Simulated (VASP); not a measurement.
# Ti3N3Cl in VASP: notebook

The runs below take Ti3N3Cl through single point, with PBE.

All numbers are computed with VASP 6.6.1; they aren't measurements. Logs are shortened: lines on timing, memory, paths and dates and some standing lists are left out, and cuts for length are marked.

## Step 1: The cell of the first run

The cell holds a slab with vacuum, 7 atoms: a = 3.003 Å, b = 3.003 Å, c = 21.554 Å, α = 90.00°, β = 90.00°, γ = 120.00°.

## Step 2: Single point, PBE

File INCAR:

```
SYSTEM = Ti3N3Cl
PREC = Accurate
ENCUT = 520
EDIFF = 1E-6
ISMEAR = 0
SIGMA = 0.1
LREAL = .False.
LASPH = .True.
NELM = 80
ALGO = Normal
ISIF = 2
LWAVE = .False.
LCHARG = .True.
LDIPOL = .True.
IDIPOL = 3
DIPOL = 0.5 0.5 0.360
GGA = PE
LELF = .True.
LVHAR = .True.
LVACPOTAV = .True.
NBANDS = 38
```

File KPOINTS:

```
Automatic mesh
0
Gamma
  9 9 1
  0 0 0
```

File POSCAR:

```
Ti3N3Cl
1.0
    3.0028555067      0.0000000000      0.0000000000
   -1.5014277534      2.6005491527      0.0000000000
    0.0000000000      0.0000000000     21.5541471985
N Ti Cl
3 3 1
Direct
    0.3333333333      0.6666666666      0.1855791353
    0.0000000000      0.0000000000      0.2993308524
    0.6666666667      0.3333333334      0.4147299355
    0.6666666667      0.3333333334      0.2424549939
    0.3333333333      0.6666666666      0.3575097829
    0.0000000000      0.0000000000      0.4664599859
    0.0000000000      0.5000000000      0.5535143317
```

Potentials or basis: VASP PAW PBE potentials, release 64 (N, Ti_sv, Cl).

The run is started by

```
cat potpaw_PBE.64/N/POTCAR potpaw_PBE.64/Ti_sv/POTCAR potpaw_PBE.64/Cl/POTCAR > POTCAR
mpirun -np 1 vasp_std > vasp.out
```

OUTCAR:

```text
SYSTEM = Ti3N3Cl
   PREC = Accurate
   ENCUT = 520
   EDIFF = 1E-6
   ISMEAR = 0
   LREAL = .False.
   LASPH = .True.
   NELM = 80
   ISIF = 2
   GGA = PE

 ion  position               nearest neighbor table
   1  0.333  0.667  0.186-   4 2.12   4 2.12   4 2.12
   2  0.000  0.000  0.299-   4 2.12   4 2.12   4 2.12   5 2.14   5 2.14   5 2.14
   3  0.667  0.333  0.415-   6 2.06   6 2.06   6 2.06   5 2.13   5 2.13   5 2.13
   4  0.667  0.333  0.242-   2 2.12   2 2.12   2 2.12   1 2.12   1 2.12   1 2.12
   5  0.333  0.667  0.358-   3 2.13   3 2.13   3 2.13   2 2.14   2 2.14   2 2.14   6 2.92   6 2.92
                             6 2.92
   6  0.000  0.000  0.466-   3 2.06   3 2.06   3 2.06   7 2.40   7 2.40   5 2.92   5 2.92   5 2.92

   7  0.000  0.500  0.554-   6 2.40   6 2.40

  LATTYP: Found a hexagonal cell.
 ALAT       =     3.0028555067
 C/A-ratio  =     7.1778835680

  Lattice vectors:

 A1 = (   3.0028555067,   0.0000000000,   0.0000000000)
 A2 = (  -1.5014277534,   2.6005491527,   0.0000000000)
 A3 = (   0.0000000000,   0.0000000000,  21.5541471985)

Analysis of symmetry for initial positions (statically):
=====================================================================
 Subroutine PRICEL returns:
 Original cell was already a primitive cell.

 Routine SETGRP: Setting up the symmetry group for a
 hexagonal supercell.

 Subroutine GETGRP returns: Found  2 space group operations
 (whereof  2 operations were pure point group operations)
 out of a pool of 24 trial point group operations.

The static configuration has the point symmetry C_1h.

Analysis of symmetry for dynamics (positions and initial velocities):
=====================================================================
 Subroutine PRICEL returns:
 Original cell was already a primitive cell.

 Routine SETGRP: Setting up the symmetry group for a
 hexagonal supercell.

 Subroutine GETGRP returns: Found  2 space group operations
 (whereof  2 operations were pure point group operations)
 out of a pool of 24 trial point group operations.

The dynamic configuration has the point symmetry C_1h.

 Subroutine INISYM returns: Found  2 space group operations
 (whereof  2 operations are pure point group operations),
 and found     1 'primitive' translations

----------------------------------------------------------------------------------------

                                     Primitive cell

  volume of cell :     168.3179

  direct lattice vectors                    reciprocal lattice vectors
     3.002855507  0.000000000  0.000000000     0.333016357  0.192267083  0.000000000
    -1.501427753  2.600549153  0.000000000     0.000000000  0.384534166  0.000000000
     0.000000000  0.000000000 21.554147199     0.000000000  0.000000000  0.046394784

  length of vectors
     3.002855507  3.002855507 21.554147199     0.384534166  0.384534166  0.046394784

  position of ions in fractional coordinates (direct lattice)
     0.333333333  0.666666667  0.185579135
     0.000000000  0.000000000  0.299330852
     0.666666667  0.333333333  0.414729935
     0.666666667  0.333333333  0.242454994
     0.333333333  0.666666667  0.357509783
     0.000000000  0.000000000  0.466459986
     0.000000000  0.500000000  0.553514332

  ion indices of the primitive-cell ions
   primitive index   ion index
                 1           1
                 2           2
                 3           3
                 4           4
                 5           5
                 6           6
                 7           7

----------------------------------------------------------------------------------------

 KPOINTS: Automatic mesh

Automatic generation of k-mesh.
 Grid dimensions read from file:
 generate k-points for:    9    9    1

 Generating k-lattice:

  Cartesian coordinates                     Fractional coordinates (reciprocal lattice)
     0.037001817  0.021363009  0.000000000     0.111111111  0.000000000  0.000000000
     0.000000000  0.042726018  0.000000000     0.000000000  0.111111111  0.000000000
     0.000000000  0.000000000  0.046394784     0.000000000  0.000000000  1.000000000

  Length of vectors
     0.042726018  0.042726018  0.046394784

  Shift w.r.t. Gamma in fractional coordinates (k-lattice)
     0.000000000  0.000000000  0.000000000

 Subroutine IBZKPT returns following result:
 ===========================================

 Found     25 irreducible k-points:

 Following reciprocal coordinates:
            Coordinates               Weight
  0.000000  0.000000  0.000000      1.000000
  0.111111 -0.000000  0.000000      2.000000
  0.000000  0.111111  0.000000      4.000000
  0.222222  0.000000  0.000000      2.000000
  0.000000  0.222222  0.000000      4.000000
  0.333333  0.000000  0.000000      2.000000
[... 16 lines left out ...]
 -0.222222 -0.444444  0.000000      4.000000
  0.444444  0.333333  0.000000      4.000000
   k-points           NKPTS =     25   k-points in BZ     NKDIM =     25   number of bands    NBANDS=     38
   number of dos      NEDOS =    301   number of ions     NIONS =      7
   total plane-waves  NPLWV =  92160
   dimension x,y,z NGX =    24 NGY =   24 NGZ =  160
   dimension x,y,z NGXF=    48 NGYF=   48 NGZF=  320
   ions per type =               3   3   1
   NGX,Y,Z   is equivalent  to a cutoff of  13.29, 13.29, 12.34 a.u.
   NGXF,Y,Z  is equivalent  to a cutoff of  26.57, 26.57, 24.68 a.u.
 SYSTEM =  Ti3N3Cl
   PREC   = accura    normal or accurate (medium, high low for compatibility)
   ISTART =      0    job   : 0-new  1-cont  2-samecut
   ICHARG =      2    charge: 1-file 2-atom 10-const
   ISPIN  =      1    spin polarized calculation?
   LNONCOLLINEAR =      F non collinear calculations
   LSORBIT =      F    spin-orbit coupling
   LASPH  =      T    aspherical Exc in radial PAW
   ENCUT  =  520.0 eV  38.22 Ry    6.18 a.u.   5.58  5.58 40.08*2*pi/ulx,y,z
   NELM   =     80;   NELMIN=  2; NELMDL= -5     # of ELM steps
   EDIFF  = 0.1E-05   stopping-criterion for ELM
   LREAL  =      F    real-space projection
   EDIFFG = 0.1E-04   stopping-criterion for IOM
   NSW    =      0    number of steps for IOM
   IBRION =     -1    ionic relax: 0-MD 1-quasi-New 2-CG
   NFREE  =      0    steps in history (QN), initial steepest desc. (CG)
   ISIF   =      2    stress and relaxation
   ISYM   =      2    0-nonsym 1-usesym 2-fastsym
   POTIM  = 0.5000    time-step for ionic-motion
   TEBEG  =    0.0;   TEEND  =   0.0 temperature during run
   PSTRESS=    0.0 pullay stress
   NELECT =      58.0000    total number of electrons
   NUPDOWN=      -1.0000    fix difference up-down
   EMIN   =  10.00;   EMAX   =-10.00  energy-range for DOS
   EFERMI =   0.00;   METHOD = LEGACY
   ISMEAR =     0;   SIGMA  =   0.10  broadening in eV -4-tet -1-fermi 0-gaus
   EFERMI_NEDOS =   21; number of points for ismear=-14 and -15
   IALGO  =     38    algorithm
   IMIX   =      4    mixing-type and parameters
     AMIX     =   0.40;   BMIX     =  1.00
     AMIX_MAG =   1.60;   BMIX_MAG =  1.00
  volume/ion in A,a.u.               =      24.05       162.27
  Fermi-wavevector in a.u.,A,eV,Ry     =   1.147733  2.168900 17.922820  1.317290
  Thomas-Fermi vector in A             =   2.284411
   LORBIT       =      0    0 simple, 1 ext, 2 COOP (PROOUT), +10 PAW based schemes
   GGA     = PE    functional components
   LHFCALC =     F    Hartree Fock is set to
   AEXX    =    0.0000 exact exchange contribution
   IVDW    =     0    specifies the selected vdW correction
   LEPSILON=     F    determine dielectric tensor
   LRPA    =     F    only Hartree local field effects (RPA)
 non-spin polarized calculation
 Gauss-broadening in eV      SIGMA  =   0.10
  energy-cutoff  :      520.00
  volume of cell :      168.32
 maximum number of plane-waves:      4581
   NGX = 11   NGY = 11   NGZ = 81

 dipolmoment           0.000000      0.000000      0.516650 electrons x Angstroem

 number of electron      58.0000012 magnetization

 dipolmoment           0.000000      0.000000     -0.152679 electrons x Angstroem

 Free energy of the ion-electron system (eV)
  ---------------------------------------------------
  ext. energy  EPLUGINS =         0.00000000
  ---------------------------------------------------
  free energy    TOTEN  =       -58.63624263 eV

  energy without entropy =      -58.62733159  energy(sigma->0) =      -58.63178711

 E-fermi :   0.5686     XC(G=0):  -6.1979

 val. band max:        0.5662605055   @ k =   0.2222   0.1111   0.0000
 cond. band min:       0.6834924667   @ k =  -0.1111   0.3333   0.0000
 fundamental gap:      0.1172319612
 Fermi energy:         0.5685777080

 k-point     1 :       0.0000    0.0000    0.0000
  band No.  band energies     occupation
      1     -57.0701      2.00000
      2     -56.9901      2.00000
      3     -55.9648      2.00000
      4     -33.6208      2.00000
      5     -33.2306      2.00000
      6     -33.1237      2.00000
[... 30 lines left out ...]
     37       2.8572      0.00000
     38       2.8782      0.00000

 k-point     2 :       0.1111   -0.0000    0.0000
  band No.  band energies     occupation
      1     -57.0613      2.00000
      2     -56.9844      2.00000
      3     -55.9577      2.00000
      4     -33.6032      2.00000
      5     -33.2508      2.00000
      6     -33.1484      2.00000
[... 30 lines left out ...]
     37       3.0373      0.00000
     38       3.1863      0.00000

 k-point     3 :       0.0000    0.1111    0.0000
  band No.  band energies     occupation
      1     -57.0613      2.00000
      2     -56.9843      2.00000
      3     -55.9577      2.00000
      4     -33.6021      2.00000
      5     -33.2466      2.00000
      6     -33.1658      2.00000
[... 30 lines left out ...]
     37       3.0551      0.00000
     38       3.1356      0.00000

 k-point     4 :       0.2222    0.0000    0.0000
  band No.  band energies     occupation
      1     -57.0386      2.00000
      2     -56.9702      2.00000
      3     -55.9398      2.00000
      4     -33.5645      2.00000
      5     -33.3515      2.00000
      6     -33.2406      2.00000
[... 30 lines left out ...]
     37       3.5194      0.00000
     38       3.5987      0.00000
[... 703 lines left out ...]
      4     -33.5805      2.00000
      5     -33.4801      2.00000
      6     -33.3868      2.00000
[... 30 lines left out ...]
     37       3.7777      0.00000
     38       3.9616      0.00000

 k-point    23 :      -0.2222   -0.4444    0.0000
  band No.  band energies     occupation
      1     -56.9858      2.00000
      2     -56.9403      2.00000
      3     -55.8998      2.00000
      4     -33.5707      2.00000
      5     -33.4899      2.00000
      6     -33.3964      2.00000
[... 30 lines left out ...]
     37       3.8599      0.00000
     38       4.0337      0.00000

 k-point    24 :       0.4444    0.3333    0.0000
  band No.  band energies     occupation
      1     -56.9858      2.00000
      2     -56.9405      2.00000
      3     -55.8998      2.00000
      4     -33.5682      2.00000
      5     -33.5015      2.00000
      6     -33.3749      2.00000
[... 30 lines left out ...]
     37       3.7925      0.00000
     38       3.9990      0.00000

 [... further k-points ...]
[... 5 lines left out ...]
  --------------------------------------------------------------------------------------
  -------------------------------------------------------------------------------------
  Total        2.6386821      2.6557324     -3.4257485     -0.0147660      0.0544363      0.0942868
  in kB       25.1169739     25.2792713    -32.6088672     -0.1405537      0.5181657      0.8974931
  external PRESSURE =       5.9291260 kB  Pullay stress =       0.0000000 kB

 VOLUME and BASIS-vectors are now :
 -----------------------------------------------------------------------------
  energy-cutoff  :      520.00
  volume of cell :      168.32
      direct lattice vectors                 reciprocal lattice vectors
     3.002855507  0.000000000  0.000000000     0.333016357  0.192267083  0.000000000
    -1.501427753  2.600549153  0.000000000     0.000000000  0.384534166  0.000000000
     0.000000000  0.000000000 21.554147199     0.000000000  0.000000000  0.046394784

 POSITION                                       TOTAL-FORCE (eV/Angst)
 -----------------------------------------------------------------------------------
     -0.00000      1.73370      4.00000         0.012929      0.007464      4.230343
      0.00000      0.00000      6.45182        -0.024334     -0.014049      1.288633
      1.50143      0.86685      8.93915        -0.300711     -0.173615     -0.095993
      1.50143      0.86685      5.22591         0.004184      0.002416     -5.499117
     -0.00000      1.73370      7.70582         0.070499      0.040702     -0.088168
      0.00000      0.00000     10.05415         0.271838      0.156946      0.155882
     -0.75071      1.30027     11.93053        -0.034405     -0.019864      0.008421
 -----------------------------------------------------------------------------------
    total drift:                               -0.000006     -0.000003     -0.000532

  FREE ENERGIE OF THE ION-ELECTRON SYSTEM (eV)
  ---------------------------------------------------
  free  energy   TOTEN  =       -58.6362426285 eV

  energy  without entropy=      -58.6273315921  energy(sigma->0) =      -58.63178711

 vacuum level on the upper side and lower side of the slab         5.287         8.825
```

Wall time 13 min (1 thread of Oxide Virtual Turin-like, shared host); peak memory 0.33 GiB.

Results:

| Item | Value |
| --- | --- |
| Free energy | -58.6362 eV |
| Largest force | 5.499 eV/Å |
| Band gap on the k mesh | zero (band 29 reaches 0.75 eV, above the bottom of band 30 at 0.57 eV) |

Forces on the atoms (eV/Å):
```
N    0.013  0.007  4.230
N   -0.024 -0.014  1.289
N   -0.301 -0.174 -0.096
Ti   0.004  0.002 -5.499
Ti   0.070  0.041 -0.088
Ti   0.272  0.157  0.156
Cl  -0.034 -0.020  0.008
```

Levels at points of the mesh, in eV from the Fermi level:
```csv
k point,band 25,band 26,band 27,band 28,band 29,band 30,band 31,band 32,band 33,band 34
"(0.00, 0.00, 0.00)",-1.46,-1.14,-0.37,-0.35,0.18,0.28,0.33,1.17,1.30,1.50
```

## Step 3: Single point, PBE

File INCAR:

```
ALGO = Normal
DIPOL = 0.5 0.5 0.361
EDIFF = 1E-6
ENCUT = 520
GGA = PE
IDIPOL = 3
ISIF = 2
ISMEAR = 0
LASPH = True
LCHARG = True
LDIPOL = True
LELF = True
LREAL = False
LVACPOTAV = True
LVHAR = True
LWAVE = False
NBANDS = 38
NELM = 100
PREC = Accurate
SIGMA = 0.1
```

File KPOINTS:

```
k-points
0
Gamma
  9 9 1
```

File POSCAR:

```
Ti3N3Cl
1.0
    3.0028555067      0.0000000000      0.0000000000
   -1.5014277534      2.6005491527      0.0000000000
    0.0000000000      0.0000000000     21.5541471985
N Ti Cl
3 3 1
Direct
    0.3333333334      0.6666666667      0.1855791353
    0.0000000000      0.0000000000      0.2993308524
    0.6666666666      0.3333333333      0.4147299355
    0.6666666666      0.3333333333      0.2424549939
    0.3333333334      0.6666666667      0.3575097829
    0.0000000000      0.0000000000      0.4664599859
    0.1666666666      0.3333333333      0.5617017533
```

Potentials or basis: VASP PAW PBE potentials, release 64 (N, Ti_sv, Cl).

The run is started by

```
cat potpaw_PBE.64/N/POTCAR potpaw_PBE.64/Ti_sv/POTCAR potpaw_PBE.64/Cl/POTCAR > POTCAR
mpirun -np 1 vasp_std > vasp.out
```

OUTCAR:

```text
EDIFF = 1E-6
   ENCUT = 520
   GGA = PE
   ISIF = 2
   ISMEAR = 0
   LASPH = True
   LREAL = False
   NELM = 100
   PREC = Accurate

 ion  position               nearest neighbor table
   1  0.333  0.667  0.186-   4 2.12   4 2.12   4 2.12
   2  0.000  0.000  0.299-   4 2.12   4 2.12   4 2.12   5 2.14   5 2.14   5 2.14
   3  0.667  0.333  0.415-   6 2.06   6 2.06   6 2.06   5 2.13   5 2.13   5 2.13
   4  0.667  0.333  0.242-   2 2.12   2 2.12   2 2.12   1 2.12   1 2.12   1 2.12
   5  0.333  0.667  0.358-   3 2.13   3 2.13   3 2.13   2 2.14   2 2.14   2 2.14   6 2.92   6 2.92
                             6 2.92
   6  0.000  0.000  0.466-   3 2.06   3 2.06   3 2.06   7 2.23   5 2.92   5 2.92   5 2.92
   7  0.167  0.333  0.562-   6 2.23

[... 1197 lines left out ...]
  in kB       22.5028478     29.8691143    -35.0017341     -0.0000000     18.5357270     -0.0000000
  external PRESSURE =       5.7900760 kB  Pullay stress =       0.0000000 kB

 VOLUME and BASIS-vectors are now :
 -----------------------------------------------------------------------------
  energy-cutoff  :      520.00
  volume of cell :      168.32
      direct lattice vectors                 reciprocal lattice vectors
     3.002855507  0.000000000  0.000000000     0.333016357  0.192267083  0.000000000
    -1.501427753  2.600549153  0.000000000     0.000000000  0.384534166  0.000000000
     0.000000000  0.000000000 21.554147199     0.000000000  0.000000000  0.046394784

 POSITION                                       TOTAL-FORCE (eV/Angst)
 -----------------------------------------------------------------------------------
      0.00000      1.73370      4.00000        -0.000000      0.003629      4.229579
      0.00000      0.00000      6.45182        -0.000000      0.004682      1.301462
      1.50143      0.86685      8.93915         0.000000     -0.245993      0.154397
      1.50143      0.86685      5.22591        -0.000000      0.011219     -5.486156
      0.00000      1.73370      7.70582         0.000000     -0.079144     -0.153160
      0.00000      0.00000     10.05415         0.000000     -0.464226     -0.044212
     -0.00000      0.86685     12.10700        -0.000000      0.769833     -0.001911
 -----------------------------------------------------------------------------------
    total drift:                               -0.000000     -0.000005     -0.000419

  FREE ENERGIE OF THE ION-ELECTRON SYSTEM (eV)
  ---------------------------------------------------
  free  energy   TOTEN  =       -58.2145193628 eV

  energy  without entropy=      -58.2012669609  energy(sigma->0) =      -58.20789316

 vacuum level on the upper side and lower side of the slab         5.475         8.735
```

It took 9.9 min on 1 thread of Oxide Virtual Turin-like, shared host; peak memory 0.33 GiB.

Results:

* Free energy: -58.2145 eV
* Largest force: 5.486 eV/Å
* Band gap on the k mesh: zero (band 29 reaches 0.65 eV, above the bottom of band 30 at 0.49 eV)

Forces in eV/Å, atoms in the order of the input:
```
N    0.000  0.004  4.230
N    0.000  0.005  1.301
N    0.000 -0.246  0.154
Ti   0.000  0.011 -5.486
Ti   0.000 -0.079 -0.153
Ti   0.000 -0.464 -0.044
Cl   0.000  0.770 -0.002
```

(Continued in part 2 of 2.)
